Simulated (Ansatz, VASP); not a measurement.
Two plane-wave programs on Hf4N

INCAR

```
  PREC = Accurate
  ENCUT = 600
  EDIFF = 1E-7
  ISMEAR = 0
  SIGMA = 0.1
  LREAL = F
  LASPH = T
  NELM = 60
  ALGO = Normal
  ISIF = 3
  LWAVE = F
  LCHARG = F
  GGA = PE
  IBRION = 2
  NSW = 100
  EDIFFG = -0.01
```

The input KPOINTS:

```
Automatic mesh
0
Gamma
  8 8 8
```

POSCAR

```
Hf4N
1.0
    4.4940410500      0.0000000000      0.0000000000
    0.0000000000      4.4940410500      0.0000000000
    0.0000000000      0.0000000000      4.4940410500
Hf N
4 1
Direct
    0.0000000000      0.0000000000      0.0000000000
    0.5000000000      0.5000000000      0.0000000000
    0.5000000000      0.0000000000      0.5000000000
    0.0000000000      0.5000000000      0.5000000000
    0.5000000000      0.5000000000      0.5000000000
```

Input for Ansatz:

```yaml
crystal:
  lattice:
    - [4.49404105, 0.0, 0.0]
    - [0.0, 4.49404105, 0.0]
    - [0.0, 0.0, 4.49404105]
  atoms:
    - { symbol: Hf, position: [0.0, 0.0, 0.0] }
    - { symbol: Hf, position: [0.5, 0.5, 0.0] }
    - { symbol: Hf, position: [0.5, 0.0, 0.5] }
    - { symbol: Hf, position: [0.0, 0.5, 0.5] }
    - { symbol: "N", position: [0.5, 0.5, 0.5] }
basis:
  ecutwfc: 420
kpoints:
  mp_grid: { grid: [8, 8, 8] }
hamiltonian:
  xc: pbe
scf:
  occupations: { method: gaussian, width: 0.1 }
output:
  forces: true
  stress: true
  eigenvalues: true
relax:
  adjacent_minimum: "off"
  f_tol: 0.01
  max_steps: 80
  cell: { stress_tol: 0.05 }
```

Change from the starting cell: species swapped into the Mn4N type (Pm-3m, No. 221).

Alike in both runs: task relaxation of cell and atoms; functional PBE; k mesh 8 × 8 × 8; occupations gaussian, width 0.1 eV; no spin polarisation.

|  | VASP | Ansatz |
| --- | --- | --- |
| version | VASP 6.6.1 | Ansatz 0.2.0 |
| potentials or method | VASP PAW PBE potentials, release 64 (Hf_pv, N), cutoff 600 eV | scalar-relativistic, plane waves, PAW |
| valence electrons in the cell | 45 | 109 |

|  | VASP | Ansatz | Ansatz less VASP |
| --- | --- | --- | --- |
| gap on the k mesh at the Fermi level, each at its own relaxed structure (eV) | none | none | - |
| relaxed volume (Å³/atom) | 18.27 | 18.38 | +0.111 |
| relaxed cell length with the largest relative difference (Å) | 4.503 | 4.512 | +0.0091 |

A gap of «none» marks a metal or a gap that the smearing closes. VASP's potentials hold 45 valence electrons a cell and Ansatz's 109, so a difference there can come from the potentials and not from the codes.

Spin-orbit coupling is off throughout.
